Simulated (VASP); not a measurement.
# Ba (Im-3m) in VASP: a series of runs

Ba is run at these levels: PBE; tasks: single point.

Program: VASP 6.6.1. These are calculated values, not measurements. Logs are shortened: lines on timing, memory, paths and dates and some standing lists are left out, and cuts for length are marked.

### 1 The cell of the first run

Symmetry: Im-3m, No. 229, cubic system. Conventional cell: a = 4.586 Å, b = 4.586 Å, c = 4.586 Å, α = 90.00°, β = 90.00°, γ = 90.00°. Within 5.2 Å of Ba (site symmetry m-3m) lie 14 Ba at 3.97 to 4.59 Å.

### 2 Single point, PBE (volume scaled by 0.76)

INCAR

```
PREC = Accurate ; ENCUT = 520
EDIFF = 1E-6 ; ISMEAR = -1
SIGMA = 0.08 ; LREAL = F
LASPH = T ; NELM = 80
ALGO = Normal ; ISIF = 2
LWAVE = F ; LCHARG = T
GGA = PE ; LELF = T
LVHAR = T ; NBANDS = 11
```

KPOINTS

```
regular mesh
0
Gamma
  11 11 11
```

POSCAR

```
Ba
1.0
   -2.2928562214      2.2928562214      2.2928562214
    2.2928562214     -2.2928562214      2.2928562214
    2.2928562214      2.2928562214     -2.2928562214
Ba
1
Direct
    0.0000000000      0.0000000000      0.0000000000
```

Potentials or basis: VASP PAW PBE potentials, release 64 (Ba_sv).

Run with:

```bash
> cat potpaw_PBE.64/Ba_sv/POTCAR > POTCAR
> mpirun -np 1 vasp_std > vasp.out
```

OUTCAR:

```text
PREC = Accurate
   ENCUT = 520
   EDIFF = 1E-6
   ISMEAR = -1
   LREAL = F
   LASPH = T
   NELM = 80
   ISIF = 2
   GGA = PE

 ion  position               nearest neighbor table
   1  0.000  0.000  0.000-

  LATTYP: Found a body centered cubic cell.
 ALAT       =     4.5857124428

  Lattice vectors:

 A1 = (  -2.2928562214,   2.2928562214,   2.2928562214)
 A2 = (   2.2928562214,  -2.2928562214,   2.2928562214)
 A3 = (   2.2928562214,   2.2928562214,  -2.2928562214)

Analysis of symmetry for initial positions (statically):
=====================================================================
 Subroutine PRICEL returns:
 Original cell was already a primitive cell.

 Routine SETGRP: Setting up the symmetry group for a
 body centered cubic supercell.

 Subroutine GETGRP returns: Found 48 space group operations
 (whereof 48 operations were pure point group operations)
 out of a pool of 48 trial point group operations.

The static configuration has the point symmetry O_h .

Analysis of symmetry for dynamics (positions and initial velocities):
=====================================================================
 Subroutine PRICEL returns:
 Original cell was already a primitive cell.

 Routine SETGRP: Setting up the symmetry group for a
 body centered cubic supercell.

 Subroutine GETGRP returns: Found 48 space group operations
 (whereof 48 operations were pure point group operations)
 out of a pool of 48 trial point group operations.

The dynamic configuration has the point symmetry O_h .

 Subroutine INISYM returns: Found 48 space group operations
 (whereof 48 operations are pure point group operations),
 and found     1 'primitive' translations

----------------------------------------------------------------------------------------

                                     Primitive cell

  volume of cell :      48.2159

  direct lattice vectors                    reciprocal lattice vectors
    -2.292856221  2.292856221  2.292856221     0.000000000  0.218068623  0.218068623
     2.292856221 -2.292856221  2.292856221     0.218068623  0.000000000  0.218068623
     2.292856221  2.292856221 -2.292856221     0.218068623  0.218068623  0.000000000

  length of vectors
     3.971343470  3.971343470  3.971343470     0.308395605  0.308395605  0.308395605

  position of ions in fractional coordinates (direct lattice)
     0.000000000  0.000000000  0.000000000

  ion indices of the primitive-cell ions
   primitive index   ion index
                 1           1

----------------------------------------------------------------------------------------

 KPOINTS: regular mesh

Automatic generation of k-mesh.
 Grid dimensions read from file:
 generate k-points for:   11   11   11

 Generating k-lattice:

  Cartesian coordinates                     Fractional coordinates (reciprocal lattice)
     0.000000000  0.019824420  0.019824420     0.090909091  0.000000000  0.000000000
     0.019824420  0.000000000  0.019824420     0.000000000  0.090909091  0.000000000
     0.019824420  0.019824420  0.000000000     0.000000000  0.000000000  0.090909091

  Length of vectors
     0.028035964  0.028035964  0.028035964

  Shift w.r.t. Gamma in fractional coordinates (k-lattice)
     0.000000000  0.000000000  0.000000000

 Subroutine IBZKPT returns following result:
 ===========================================

 Found     56 irreducible k-points:

 Following reciprocal coordinates:
            Coordinates               Weight
  0.000000  0.000000  0.000000      1.000000
  0.090909  0.000000  0.000000     12.000000
  0.181818  0.000000  0.000000     12.000000
  0.272727  0.000000  0.000000     12.000000
  0.363636  0.000000  0.000000     12.000000
  0.454545  0.000000  0.000000     12.000000
[... 16 lines left out ...]
  0.272727  0.181818  0.090909     48.000000
  0.363636  0.181818  0.090909     24.000000
 [... further k-points ...]
   k-points           NKPTS =     56   k-points in BZ     NKDIM =     56   number of bands    NBANDS=     11
   number of dos      NEDOS =    301   number of ions     NIONS =      1
   total plane-waves  NPLWV =  27000
   dimension x,y,z NGX =    30 NGY =   30 NGZ =   30
   dimension x,y,z NGXF=    60 NGYF=   60 NGZF=   60
   ions per type =               1
   NGX,Y,Z   is equivalent  to a cutoff of  12.56, 12.56, 12.56 a.u.
   NGXF,Y,Z  is equivalent  to a cutoff of  25.12, 25.12, 25.12 a.u.
 SYSTEM =  unknown system
   PREC   = accura    normal or accurate (medium, high low for compatibility)
   ISTART =      0    job   : 0-new  1-cont  2-samecut
   ICHARG =      2    charge: 1-file 2-atom 10-const
   ISPIN  =      1    spin polarized calculation?
   LNONCOLLINEAR =      F non collinear calculations
   LSORBIT =      F    spin-orbit coupling
   LASPH  =      T    aspherical Exc in radial PAW
   ENCUT  =  520.0 eV  38.22 Ry    6.18 a.u.   7.38  7.38  7.38*2*pi/ulx,y,z
   NELM   =     80;   NELMIN=  2; NELMDL= -5     # of ELM steps
   EDIFF  = 0.1E-05   stopping-criterion for ELM
   LREAL  =      F    real-space projection
   EDIFFG = 0.1E-04   stopping-criterion for IOM
   NSW    =      0    number of steps for IOM
   IBRION =     -1    ionic relax: 0-MD 1-quasi-New 2-CG
   NFREE  =      0    steps in history (QN), initial steepest desc. (CG)
   ISIF   =      2    stress and relaxation
   ISYM   =      2    0-nonsym 1-usesym 2-fastsym
   POTIM  = 0.5000    time-step for ionic-motion
   TEBEG  =    0.0;   TEEND  =   0.0 temperature during run
   PSTRESS=    0.0 pullay stress
   NELECT =      10.0000    total number of electrons
   NUPDOWN=      -1.0000    fix difference up-down
   EMIN   =  10.00;   EMAX   =-10.00  energy-range for DOS
   EFERMI =   0.00;   METHOD = LEGACY
   ISMEAR =    -1;   SIGMA  =   0.08  broadening in eV -4-tet -1-fermi 0-gaus
   EFERMI_NEDOS =   21; number of points for ismear=-14 and -15
   IALGO  =     38    algorithm
   IMIX   =      4    mixing-type and parameters
     AMIX     =   0.40;   BMIX     =  1.00
     AMIX_MAG =   1.60;   BMIX_MAG =  1.00
  volume/ion in A,a.u.               =      48.22       325.38
  Fermi-wavevector in a.u.,A,eV,Ry     =   0.969047  1.831233 12.776570  0.939051
  Thomas-Fermi vector in A             =   2.099067
   LORBIT       =      0    0 simple, 1 ext, 2 COOP (PROOUT), +10 PAW based schemes
   GGA     = PE    functional components
   LHFCALC =     F    Hartree Fock is set to
   AEXX    =    0.0000 exact exchange contribution
   IVDW    =     0    specifies the selected vdW correction
   LEPSILON=     F    determine dielectric tensor
   LRPA    =     F    only Hartree local field effects (RPA)
 non-spin polarized calculation
  energy-cutoff  :      520.00
  volume of cell :       48.22
 maximum number of plane-waves:      1316
 NGX is ok and might be reduce to    30
   NGX = 15   NGY = 15   NGZ = 15

 number of electron      10.0000000 magnetization

 Free energy of the ion-electron system (eV)
  ---------------------------------------------------
  ext. energy  EPLUGINS =         0.00000000
  ---------------------------------------------------
  free energy    TOTEN  =        -1.77382272 eV

  energy without entropy =       -1.74828013  energy(sigma->0) =       -1.76105143

 E-fermi :   2.6407     XC(G=0):  -8.3186

 val. band max:        2.6309736286   @ k =  -0.3636  -0.4545   0.1818
 cond. band min:       2.6620074844   @ k =  -0.4545   0.4545   0.2727
 fundamental gap:      0.0310338558
 Fermi energy:         2.6407358144

 k-point     1 :       0.0000    0.0000    0.0000
  band No.  band energies     occupation
      1     -25.8731      2.00000
      2     -10.5716      2.00000
      3     -10.5716      2.00000
      4     -10.5716      2.00000
      5      -0.1448      2.00000
      6       4.7613      0.00000
      7       4.7613      0.00000
      8       4.7613      0.00000
      9       6.5597      0.00000
     10       6.5597      0.00000
     11      10.3766      0.00000

 k-point     2 :       0.0909    0.0000    0.0000
  band No.  band energies     occupation
      1     -25.8627      2.00000
      2     -10.6650      2.00000
      3     -10.5982      2.00000
      4     -10.5727      2.00000
      5       0.0714      2.00000
      6       4.5860      0.00000
      7       4.6696      0.00000
      8       4.9791      0.00000
      9       6.2710      0.00000
     10       6.5354      0.00000
     11      10.6312      0.00000

 k-point     3 :       0.1818    0.0000    0.0000
  band No.  band energies     occupation
      1     -25.8346      2.00000
      2     -10.9041      2.00000
      3     -10.6686      2.00000
      4     -10.5759      2.00000
      5       0.6348      2.00000
      6       4.1878      0.00000
      7       4.2982      0.00000
      8       5.6169      0.00000
      9       6.1139      0.00000
     10       6.5305      0.00000
     11      11.1601      0.00000

 k-point     4 :       0.2727    0.0000    0.0000
  band No.  band energies     occupation
      1     -25.7974      2.00000
      2     -11.1957      2.00000
      3     -10.7581      2.00000
      4     -10.5802      2.00000
      5       1.2667      2.00000
      6       3.7674      0.00000
      7       3.9774      0.00000
      8       6.3600      0.00000
      9       6.6282      0.00000
     10       6.6532      0.00000
     11      11.0196      0.00000
[... 239 lines left out ...]
 k-point    22 :       0.1818    0.1818    0.0909
  band No.  band energies     occupation
      1     -25.7601      2.00000
      2     -11.3785      2.00000
      3     -10.8429      2.00000
      4     -10.7172      2.00000
      5       2.2845      1.97699
      6       3.3207      0.00041
      7       3.4655      0.00007
      8       6.7206      0.00000
      9       7.1600      0.00000
     10       8.6311      0.00000
     11      11.2881      0.00000

 k-point    23 :       0.2727    0.1818    0.0909
  band No.  band energies     occupation
      1     -25.7397      2.00000
      2     -11.4280      2.00000
      3     -10.9804      2.00000
      4     -10.7449      2.00000
      5       2.5139      1.66012
      6       3.2497      0.00099
      7       3.8234      0.00000
      8       6.9436      0.00000
      9       7.3749      0.00000
     10       9.4332      0.00000
     11      10.4347      0.00000

 k-point    24 :       0.3636    0.1818    0.0909
  band No.  band energies     occupation
      1     -25.7321      2.00000
      2     -11.4329      2.00000
      3     -11.0473      2.00000
      4     -10.7530      2.00000
      5       2.4942      1.72407
      6       3.2299      0.00127
      7       4.1857      0.00000
      8       7.0151      0.00000
      9       7.4605      0.00000
     10       9.3475      0.00000
     11      10.2801      0.00000

 [... further k-points ...]
[... 5 lines left out ...]
  --------------------------------------------------------------------------------------
  -------------------------------------------------------------------------------------
  Total        1.1038962      1.1038962      1.1038962      0.0000000      0.0000000      0.0000000
  in kB       36.6816063     36.6816063     36.6816063      0.0000000      0.0000000      0.0000000
  external PRESSURE =      36.6816063 kB  Pullay stress =       0.0000000 kB

 VOLUME and BASIS-vectors are now :
 -----------------------------------------------------------------------------
  energy-cutoff  :      520.00
  volume of cell :       48.22
      direct lattice vectors                 reciprocal lattice vectors
    -2.292856221  2.292856221  2.292856221     0.000000000  0.218068623  0.218068623
     2.292856221 -2.292856221  2.292856221     0.218068623  0.000000000  0.218068623
     2.292856221  2.292856221 -2.292856221     0.218068623  0.218068623  0.000000000

 POSITION                                       TOTAL-FORCE (eV/Angst)
 -----------------------------------------------------------------------------------
      0.00000      0.00000      0.00000         0.000000      0.000000     -0.000000
 -----------------------------------------------------------------------------------
    total drift:                               -0.000000     -0.000000      0.000000

  FREE ENERGIE OF THE ION-ELECTRON SYSTEM (eV)
  ---------------------------------------------------
  free  energy   TOTEN  =        -1.7738227193 eV

  energy  without entropy=       -1.7482801320  energy(sigma->0) =       -1.76105143
```

It took 21 s on 1 thread of AMD EPYC 7R43 (Zen 3), shared host; peak memory 0.15 GiB.

Results:

| Property | Result |
| --- | --- |
| Free energy | -1.7738 eV |
| Pressure | 3.7 GPa |
| Band gap on the k mesh | zero (band 5 reaches 3.19 eV, above the bottom of band 6 at 1.74 eV) |

Levels at points of the mesh, in eV from the Fermi level:
```tsv
k point	band 2	band 3	band 4	band 5	band 6	band 7	band 8	band 9
(0.00, 0.00, 0.00)	-13.21	-13.21	-13.21	-2.79	2.12	2.12	2.12	3.92
```

Caveat: spin-orbit coupling is left out, which moves the levels of the heavy elements.

### 3 Single point, PBE (volume scaled by 0.76)

INCAR

```
SYSTEM = Ba
ALGO = Normal
EDIFF = 1E-6
ENCUT = 520
GGA = PE
ISIF = 2
ISMEAR = -1
LASPH = .TRUE.
LCHARG = .TRUE.
LELF = .TRUE.
LREAL = .FALSE.
LVHAR = .TRUE.
LWAVE = .FALSE.
NBANDS = 11
NELM = 80
PREC = Accurate
SIGMA = 0.08
```

KPOINTS

```
k-points
0
G
  11 11 11
  0 0 0
```

POSCAR is that of step 2.

Potentials or basis: VASP PAW PBE potentials, release 64 (Ba_sv).

Run with:

```bash
> cat potpaw_PBE.64/Ba_sv/POTCAR > POTCAR
> mpirun -np 1 vasp_std > vasp.out
```

OUTCAR:

```text
SYSTEM = Ba
   EDIFF = 1E-6
   ENCUT = 520
   GGA = PE
   ISIF = 2
   ISMEAR = -1
   LASPH = .TRUE.
   LREAL = .FALSE.
   NELM = 80
   PREC = Accurate

 ion  position               nearest neighbor table
   1  0.000  0.000  0.000-

  LATTYP: Found a body centered cubic cell.
 ALAT       =     4.5857124428

  Lattice vectors:

 A1 = (  -2.2928562214,   2.2928562214,   2.2928562214)
 A2 = (   2.2928562214,  -2.2928562214,   2.2928562214)
 A3 = (   2.2928562214,   2.2928562214,  -2.2928562214)

Analysis of symmetry for initial positions (statically):
[... 505 lines left out ...]
      4     -10.7530      2.00000
      5       2.4942      1.72407
      6       3.2299      0.00127
      7       4.1857      0.00000
      8       7.0151      0.00000
      9       7.4605      0.00000
     10       9.3475      0.00000
     11      10.2801      0.00000

 [... further k-points ...]
[... 5 lines left out ...]
  --------------------------------------------------------------------------------------
  -------------------------------------------------------------------------------------
  Total        1.1038962      1.1038962      1.1038962      0.0000000      0.0000000      0.0000000
  in kB       36.6816063     36.6816063     36.6816063      0.0000000      0.0000000      0.0000000
  external PRESSURE =      36.6816063 kB  Pullay stress =       0.0000000 kB

 VOLUME and BASIS-vectors are now :
 -----------------------------------------------------------------------------
  energy-cutoff  :      520.00
  volume of cell :       48.22
      direct lattice vectors                 reciprocal lattice vectors
    -2.292856221  2.292856221  2.292856221     0.000000000  0.218068623  0.218068623
     2.292856221 -2.292856221  2.292856221     0.218068623  0.000000000  0.218068623
     2.292856221  2.292856221 -2.292856221     0.218068623  0.218068623  0.000000000

 POSITION                                       TOTAL-FORCE (eV/Angst)
 -----------------------------------------------------------------------------------
      0.00000      0.00000      0.00000         0.000000      0.000000     -0.000000
 -----------------------------------------------------------------------------------
    total drift:                               -0.000000     -0.000000      0.000000

  FREE ENERGIE OF THE ION-ELECTRON SYSTEM (eV)
  ---------------------------------------------------
  free  energy   TOTEN  =        -1.7738227193 eV

  energy  without entropy=       -1.7482801320  energy(sigma->0) =       -1.76105143
```

stdout:

```text
POSCAR found type information on POSCAR Ba
 POSCAR found :  1 types and       1 ions
 scaLAPACK will be used
 LDA part: xc-table for (Slater+PW92), standard interpolation
 POSCAR, INCAR and KPOINTS ok, starting setup
 FFT: planning ... GRIDC
 FFT: planning ... GRID_SOFT
 FFT: planning ... GRID
 WAVECAR not read
 entering main loop
```

It took 21 s on 1 thread of AMD EPYC 7R43 (Zen 3), shared host; peak memory 0.15 GiB.

What came out:

```
Free energy            : -1.7738 eV
Pressure               : 3.7 GPa
Band gap on the k mesh : zero (band 5 reaches 3.19 eV, above the bottom of band 6 at 1.74 eV)
```

Levels at points of the mesh, in eV from the Fermi level:
```csv
k point,band 1,band 2,band 3,band 4,band 5,band 6,band 7,band 8,band 9,band 10
"(0.00, 0.00, 0.00)",-28.51,-13.21,-13.21,-13.21,-2.79,2.12,2.12,2.12,3.92,3.92
```

Caveat: spin-orbit coupling is left out, which moves the levels of the heavy elements.

### 4 Single point, PBE (volume scaled by 0.84)

INCAR

```
SYSTEM = Ba
  PREC = Accurate
  ENCUT = 520
  EDIFF = 1E-6
  ISMEAR = -1
  SIGMA = 0.08
  LREAL = .False.
  LASPH = .True.
  NELM = 80
  ALGO = Normal
  ISIF = 2
  LWAVE = .False.
  LCHARG = .True.
  GGA = PE
  LELF = .True.
  LVHAR = .True.
  NBANDS = 11
```

KPOINTS

```
regular mesh
0
Gamma
  11 11 11
  0 0 0
```

POSCAR

```
Ba
1.0
   -2.3706387924      2.3706387924      2.3706387924
    2.3706387924     -2.3706387924      2.3706387924
    2.3706387924      2.3706387924     -2.3706387924
Ba
1
Direct
    0.0000000000      0.0000000000      0.0000000000
```

Run with:

```bash
> cat potpaw_PBE.64/Ba_sv/POTCAR > POTCAR
> mpirun -np 1 vasp_std > vasp.out
```

Run time: 21 s. Hardware: 1 thread of AMD EPYC 7R43 (Zen 3), shared host; peak memory 0.15 GiB.

Results (log left out):

```
Free energy            : -1.8626 eV
Pressure               : 2.0 GPa
Band gap on the k mesh : zero (band 5 reaches 2.71 eV, above the bottom of band 6 at 1.51 eV)
```

Levels at points of the mesh, in eV from the Fermi level:
```
           k point  band 1  band 2  band 3  band 4  band 5  band 6  band 7  band 8  band 9  band 10
(0.00, 0.00, 0.00)  -28.63  -13.45  -13.45  -13.45   -2.80    2.02    2.02    2.02    3.66     3.66
```

Caveat: spin-orbit coupling is left out, which moves the levels of the heavy elements.

### 5 Single point, PBE (volume scaled by 0.84)

INCAR

```
PREC     = Accurate       # precision mode
ENCUT    = 520            # plane-wave cutoff, eV
EDIFF    = 1E-7           # SCF threshold, eV
ISMEAR   = -1             # smearing method
SIGMA    = 0.08           # smearing width, eV
LREAL    = F              # projectors in reciprocal space
LASPH    = T              # aspherical terms in the spheres
NELM     = 80             # most SCF steps
ALGO     = Normal         # electronic algorithm
ISIF     = 2              # what is computed and relaxed
LWAVE    = F              # write WAVECAR
LCHARG   = F              # write CHGCAR
GGA      = PE             # functional
NBANDS   = 11             # bands
```

KPOINTS

```
Automatic mesh
0
Gamma
  11 11 11
```

POSCAR is that of step 4.

Run with:

```bash
> cat potpaw_PBE.64/Ba_sv/POTCAR > POTCAR
> mpirun -np 1 vasp_std > vasp.out
```

Wall time 20 s (1 thread of AMD EPYC 7R43 (Zen 3), shared host); peak memory 0.15 GiB.

Results (log left out):

```yaml
Free_energy: -1.8626 eV
Pressure: 2.0 GPa
Band_gap_on_the_k_mesh: zero (band 5 reaches 2.71 eV, above the bottom of band 6 at 1.51 eV)
```

Levels at points of the mesh, in eV from the Fermi level:
| k point | band 2 | band 3 | band 4 | band 5 | band 6 | band 7 | band 8 | band 9 |
| --- | --- | --- | --- | --- | --- | --- | --- | --- |
| (0.00, 0.00, 0.00) | -13.45 | -13.45 | -13.45 | -2.80 | 2.02 | 2.02 | 2.02 | 3.66 |

Caveat: spin-orbit coupling is left out, which moves the levels of the heavy elements.

(Continued in part 2 of 2.)
